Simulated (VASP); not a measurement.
The system is Sc3Cr.

```
CELL_PARAMETERS angstrom
0.00000 3.49726 3.49726
3.49726 0.00000 3.49726
3.49726 3.49726 0.00000
ATOMIC_POSITIONS crystal
Sc 0.25000 0.25000 0.25000
Sc 0.75000 0.75000 0.75000
Sc 0.50000 0.50000 0.50000
Cr 0.00000 0.00000 0.00000
```

- Program: VASP 6.6.1
- Task: relaxation of cell and atoms
- Functional: PBE
- Potentials or basis: VASP PAW PBE potentials, release 64 (Sc_sv, Cr_pv)
- Cutoff: 600 eV
- k mesh: 10 × 10 × 10
- Occupations: gaussian, width 0.1 eV
- Spin: no spin polarisation

At the start: pressure -4.6 GPa; volume 21.39 Å³/atom.

**Question.** Where does the relaxation end?

**Answer.** Over 3 steps the energy falls by 22.6 meV/atom and the volume is 19.89 Å³/atom (-7.0 %); space group Fm-3m (No. 225, to 0.1 Å) before and after.

The path:
| step | energy change (eV) | largest force (eV/Å) | pressure (GPa) | volume (Å³) |
| --- | --- | --- | --- | --- |
| 1 | 0.0000 | 0.0000 | -4.57 | 85.55 |
| 2 | -0.0850 | 0.0000 | 1.31 | 78.21 |
| 3 | -0.0903 | 0.0000 | 0.02 | 79.56 |

Final structure:
```xyz
4
Lattice="0.0000 3.4137 3.4137 3.4137 0.0000 3.4137 3.4137 3.4137 0.0000" Properties=species:S:1:pos:R:3 pbc="T T T"
Sc    1.7069    1.7069    1.7069
Sc    5.1206    5.1206    5.1206
Sc    3.4137    3.4137    3.4137
Cr    0.0000    0.0000    0.0000
```

Caveat: the run has no spin polarisation, though such a crystal can be magnetic.
